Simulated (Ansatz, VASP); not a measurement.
## Two plane-wave programs on NbAs

POSCAR

```
NbAs
1.0
    0.0000000000      2.8458179442      2.8458179442
    2.8458179442      0.0000000000      2.8458179442
    2.8458179442      2.8458179442      0.0000000000
Nb As
1 1
Direct
    0.0000000000      0.0000000000      0.0000000000
    0.2500000000      0.2500000000      0.2500000000
```

File INCAR.step1:

```
SYSTEM = NbAs
PREC = Accurate
ENCUT = 550
ISMEAR = 0
SIGMA = 0.1
LREAL = .False.
LASPH = .True.
NELM = 200
ISPIN = 2
MAGMOM = 1 0
LMAXMIX = 4
NBANDS = 20
GGA = PE
ALGO = Normal
EDIFF = 1E-5
LWAVE = .True.
LCHARG = .False.
GGA_COMPAT = .False.
```

Contents of INCAR.step2:

```
SYSTEM = NbAs
PREC = Accurate
ENCUT = 550
EDIFF = 1E-6
ISMEAR = 0
SIGMA = 0.1
LREAL = .False.
LASPH = .True.
NELM = 200
ALGO = Normal
ISIF = 2
LWAVE = .False.
LCHARG = .False.
ISPIN = 2
MAGMOM = 1 0
LORBIT = 11
LMAXMIX = 4
METAGGA = R2SCAN
LMIXTAU = .True.
NBANDS = 20
ISTART = 1
GGA_COMPAT = .False.
```

File KPOINTS:

```
regular mesh
0
Gamma
  12 12 12
  0 0 0
```

Input for Ansatz:

```yaml
crystal:
  lattice:
    - [0.0, 2.8458179844, 2.8458179844]
    - [2.8458179844, 0.0, 2.8458179844]
    - [2.8458179844, 2.8458179844, 0.0]
  atoms:
    - { symbol: Nb, position: [0.0, 0.0, 0.0], spin: 1.0 }
    - { symbol: As, position: [0.25, 0.25, 0.25] }
basis:
  ecutwfc: 500
kpoints:
  mp_grid: { grid: [12, 12, 12] }
hamiltonian:
  xc: r2scan
scf:
  occupations: { method: gaussian, width: 0.1 }
  lower_state_search: "off"
output:
  forces: true
  stress: true
  eigenvalues: true
  populations: true
magnetization:
  spin_polarized: true
```

Alike in both runs: task single point; functional r2SCAN; k mesh 12 × 12 × 12; occupations gaussian, width 0.1 eV; collinear spin.

```csv
,VASP,Ansatz
version,VASP 6.6.1,Ansatz 0.2.0
potentials or method,"VASP PAW PBE potentials, release 64 (Nb_sv, As), cutoff 550 eV","scalar-relativistic, plane waves, PAW"
valence electrons in the cell,18,28
```

```csv
,VASP,Ansatz,Ansatz less VASP
gap on the k mesh at the Fermi level (eV),none,none,-
pressure (GPa),5.5,7.6,+2.04
net moment per atom (μB),0.00,0.52,+0.523
size of the moment on the site where the two differ most (μB),0.00,0.70,+0.702
```

The net moments are unlike, so the other rows may belong to different states. VASP's potentials were made for PBE, not for r2SCAN. Site moments also hang on the region over which each program counts them. A gap of «none» marks a metal or a gap that the smearing closes. VASP's potentials hold 18 valence electrons a cell and Ansatz's 28, so a difference there can come from the potentials and not from the codes. Ansatz's warnings: stability check not made.
